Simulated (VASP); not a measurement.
A run of VASP 6.6.1 is set up as follows.

The input INCAR:

```
PREC = Accurate ; ENCUT = 500
EDIFF = 1E-7 ; ISMEAR = 0
SIGMA = 0.01 ; LREAL = False
LASPH = True ; NELM = 120
ALGO = Normal ; ISIF = 3
LWAVE = False ; LCHARG = False
GGA = PE ; IBRION = 2
NSW = 100 ; EDIFFG = -0.01
PSTRESS = 20.0 ; GGA_COMPAT = False
NELMIN = 4
```

File KPOINTS:

```
regular mesh
0
Gamma
  6 6 6
```

File POSCAR:

```
CdSe
1.0
    0.0000000000      3.0702710000      3.0702710000
    3.0702710000      0.0000000000      3.0702710000
    3.0702710000      3.0702710000      0.0000000000
Cd Se
1 1
Direct
    0.0000000000      0.0000000000      0.0000000000
    0.2500000000      0.2500000000      0.2500000000
```

Potentials or basis: VASP PAW PBE potentials, release 64 (Cd, Se).

The run is started by

```bash
$ cat potpaw_PBE.64/Cd/POTCAR potpaw_PBE.64/Se/POTCAR > POTCAR
$ mpirun -np 1 vasp_std > vasp.out
```

Problem. Estimate the space group after relaxing (to 0.1 Å).

Solution. F-43m (No. 216).

Problem. What does it give for the relaxed volume?

Solution. 28.71 Å³/atom.

Problem. Predict the relaxed cell.

Solution. a = 4.330 Å, b = 4.330 Å, c = 4.330 Å, α = 60.00°, β = 60.00°, γ = 60.00°.

Step by step:
| step | energy change (eV) | largest force (eV/Å) | pressure (GPa) | volume (Å³) |
| --- | --- | --- | --- | --- |
| 1 | 0.0000 | 0.0000 | 1.57 | 57.88 |
| 2 | 0.0075 | 0.0000 | 2.18 | 57.24 |
| 3 | 0.0051 | 0.0000 | 2.00 | 57.42 |

Caveat: the cell is relaxed towards a set pressure, so the run minimises the enthalpy, not the energy.
